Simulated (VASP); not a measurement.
Write the native input for VASP 6.6.1 that does the following.

```
Task                    : density of states
Functional              : PBE
Potentials or basis     : VASP PAW PBE potentials, release 64 (Si, C)
Cutoff                  : 520 eV
k mesh                  : 15 × 15 × 15
Occupations             : fermi-dirac, width 0.05 eV
Spin                    : no spin polarisation
Dipole correction       : no
k mesh for the DOS      : 23 × 23 × 23
Occupations for the DOS : tetrahedron
Further INCAR settings  : ALGO = Normal; EDIFF = 1e-07; NBANDS = 11
```

The system is SiC (zincblende type).

```
Si C
1.0
     0.00000    2.18986    2.18986
     2.18986    0.00000    2.18986
     2.18986    2.18986    0.00000
Si C
1 1
Direct
  0.00000 0.00000 0.00000
  0.25000 0.25000 0.25000
```

One way to write it, as run:

POSCAR

```
SiC
1.0
    0.0000000000      2.1898574282      2.1898574282
    2.1898574282      0.0000000000      2.1898574282
    2.1898574282      2.1898574282      0.0000000000
Si C
1 1
Direct
    0.0000000000      0.0000000000      0.0000000000
    0.2500000000      0.2500000000      0.2500000000
```

INCAR.step1

```
SYSTEM = SiC
PREC = Accurate ; ENCUT = 520
EDIFF = 1E-7 ; ISMEAR = -1
SIGMA = 0.05 ; LREAL = .FALSE.
LASPH = .TRUE. ; NELM = 60
ALGO = Normal ; ISIF = 2
LWAVE = .FALSE. ; LCHARG = .TRUE.
GGA = PE ; NBANDS = 11
```

KPOINTS.step1

```
regular mesh
0
G
  15 15 15
  0 0 0
```

INCAR.step2

```
SYSTEM = SiC
PREC = Accurate ; ENCUT = 520
EDIFF = 1E-7 ; ISMEAR = -5
SIGMA = 0.05 ; LREAL = .FALSE.
LASPH = .TRUE. ; NELM = 60
ALGO = Normal ; ISIF = 2
LWAVE = .FALSE. ; LCHARG = .FALSE.
GGA = PE ; LORBIT = 10
NBANDS = 11 ; NEDOS = 2001
ICHARG = 11
```

KPOINTS.step2

```
regular mesh
0
G
  23 23 23
  0 0 0
```

Potentials or basis: VASP PAW PBE potentials, release 64 (Si, C).

Command:

```bash
$ cat potpaw_PBE.64/Si/POTCAR potpaw_PBE.64/C/POTCAR > POTCAR
$ cp INCAR.step1 INCAR
$ cp KPOINTS.step1 KPOINTS
$ mpirun -np 1 vasp_std > vasp.out
$ cp INCAR.step2 INCAR
$ cp KPOINTS.step2 KPOINTS
$ mpirun -np 1 vasp_std > vasp.out
```

It gave:

```yaml
Valence_electrons_inside_the_program's_atomic_spheres: Si 1.67; C 2.53
```

Wall time 30 s on 1 thread of Intel(R) Xeon(R) Platinum 8488C (Sapphire Rapids), on a shared host, peak memory 0.19 GiB.
